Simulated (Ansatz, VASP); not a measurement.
## One calculation of GaSb, two programs

```
Ga Sb
1.0
     0.00000    3.13155    3.21647
     3.21647    0.00000    3.21647
     3.21647    3.13155    0.00000
Ga Sb
1 1
Direct
  0.00000 0.00000 0.00000
  0.75000 0.75000 0.75000
```

Alike in both runs: task single point; functional PBE; k mesh 14 × 14 × 14; occupations gaussian, width 0.15 eV; no spin polarisation.

```csv
,VASP,Ansatz
version,VASP 6.6.1,Ansatz 0.2.0
potentials or method,"VASP PAW PBE potentials, release 64 (Ga_d, Sb), cutoff 520 eV","scalar-relativistic, plane waves, PAW"
valence electrons in the cell,18,28
```

Ansatz gave:

```
gap on the k mesh at the Fermi level (eV)                     : 0.12
least direct gap on the mesh (eV)                             : 0.13
pressure (GPa)                                                : -2.9
traceless stress, the component that is largest in VASP (GPa) : 0.67
```

Task: What did VASP give for the same quantities?

Result: gap on the k mesh at the Fermi level (eV): 0.12; least direct gap on the mesh (eV): 0.13; pressure (GPa): -2.8; traceless stress, the component that is largest in VASP (GPa): 0.67.

VASP's potentials hold 18 valence electrons a cell and Ansatz's 28, so a difference there can come from the potentials and not from the codes.

Neither program's run includes spin-orbit coupling.
